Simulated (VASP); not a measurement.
Wanted: the native input for a VASP 6.6.1 run.

```
Task                   : single point
Functional             : PBE
Potentials or basis    : VASP PAW PBE potentials, release 64 (Zn, O)
Cutoff                 : 520 eV
k mesh                 : 6 × 6 × 4
Occupations            : gaussian, width 0.1 eV
Spin                   : no spin polarisation
Dipole correction      : no
Further INCAR settings : ALGO = Normal; EDIFF = 1e-06; NBANDS = 26
```

The structure of ZnO lies in POSCAR:

```
ZnO
1.0
    3.0334914149      0.0000000000      0.0000000000
    0.0000000000      3.0334914149      0.0000000000
    0.0000000000      0.0000000000      5.3995402499
Zn O
2 2
Direct
    0.0000000000      0.5000000000      0.0000000000
    0.5000000000      0.0000000000      0.5000000000
    0.5000000000      0.5000000000      0.2500000000
    0.5000000000      0.5000000000      0.7500000000
```

This cell differs from its parent crystal: atoms taken out.

The input as run:

INCAR

```
PREC = Accurate ; ENCUT = 520
EDIFF = 1E-6 ; ISMEAR = 0
SIGMA = 0.1 ; LREAL = False
LASPH = True ; NELM = 60
ALGO = Normal ; ISIF = 2
LWAVE = False ; LCHARG = False
GGA = PE ; NBANDS = 26
```

KPOINTS

```
regular mesh
0
Gamma
  6 6 4
```

Potentials or basis: VASP PAW PBE potentials, release 64 (Zn, O).

The run is started by

```bash
$ cat potpaw_PBE.64/Zn/POTCAR potpaw_PBE.64/O/POTCAR > POTCAR
$ mpirun -np 1 vasp_std > vasp.out
```

It gave:

```
Pressure               : 0.7 GPa
Band gap on the k mesh : zero (bands 18 and 19 overlap by 0.55 eV)
```

Caveat: the cell differs from its parent crystal (atoms taken out); semilocal functionals underestimate gaps, and a narrow one can read as zero.

It took 46 s on 1 thread of Intel Xeon 8259CL, with other jobs on the host, peak memory 0.18 GiB.
